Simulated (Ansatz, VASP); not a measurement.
**CdSe in VASP and in Ansatz**

File INCAR:

```
SYSTEM = CdSe
ALGO     = Normal         ! electronic algorithm
EDIFF    = 1E-6           ! SCF threshold, eV
EDIFFG   = -0.01          ! ionic threshold
ENCUT    = 600            ! plane-wave cutoff, eV
GGA      = RP             ! functional
IBRION   = 2              ! ionic algorithm
ISIF     = 3              ! what is computed and relaxed
ISMEAR   = -1             ! smearing method
LASPH    = .TRUE.         ! aspherical terms in the spheres
LCHARG   = .FALSE.        ! write CHGCAR
LREAL    = .FALSE.        ! projectors in reciprocal space
LWAVE    = .FALSE.        ! write WAVECAR
NELM     = 100            ! most SCF steps
NSW      = 80             ! ionic steps
PREC     = Accurate       ! precision mode
SIGMA    = 0.05           ! smearing width, eV
```

The input KPOINTS:

```
k-points
0
G
  8 8 8
  0 0 0
```

The input POSCAR:

```
CdSe
1.0
    0.0000000000      3.0702711986      3.0702711986
    3.0702711986      0.0000000000      3.0702711986
    3.0702711986      3.0702711986      0.0000000000
Cd Se
1 1
Direct
    0.0000000000      0.0000000000      0.0000000000
    0.2500000000      0.2500000000      0.2500000000
```

The input input.yaml:

```yaml
crystal:
  lattice:
    - [0.0, 3.0702711986, 3.0702711986]
    - [3.0702711986, 0.0, 3.0702711986]
    - [3.0702711986, 3.0702711986, 0.0]
  atoms:
    - { symbol: Cd, position: [0.0, 0.0, 0.0] }
    - { symbol: Se, position: [0.25, 0.25, 0.25] }
kpoints:
  mp_grid: { grid: [8, 8, 8] }
scf:
  occupations: { method: fermi_dirac, width: 0.05 }
hamiltonian:
  xc: rpbe
  pseudopotentials: { kind: all_electron, lapw: { basis_error: 0.001 } }
output:
  forces: true
  stress: true
relax:
  f_tol: 0.01
  max_steps: 60
  cell: {}
```

Alike in both runs: task relaxation of cell and atoms; functional RPBE; k mesh 8 × 8 × 8; occupations fermi-dirac, width 0.05 eV; no spin polarisation.

|  | VASP | Ansatz |
| --- | --- | --- |
| version | VASP 6.6.1 | Ansatz 0.2.0 |
| potentials or method | VASP PAW PBE potentials, release 64 (Cd, Se), cutoff 600 eV | all-electron LAPW, scalar-relativistic |

Ansatz gave:

| Quantity | Value |
| --- | --- |
| relaxed volume (Å³/atom) | 31.03 |
| relaxed length of the cell vector where the two differ most in proportion (Å) | 4.444 |

Question: Estimate VASP's values.

Answer: Relaxed volume (Å³/atom): 31.15; relaxed length of the cell vector where the two differ most in proportion (Å): 4.450.

VASP's potentials were made for PBE, not for RPBE. Ansatz ran all-electron here, and VASP with PAW potentials.
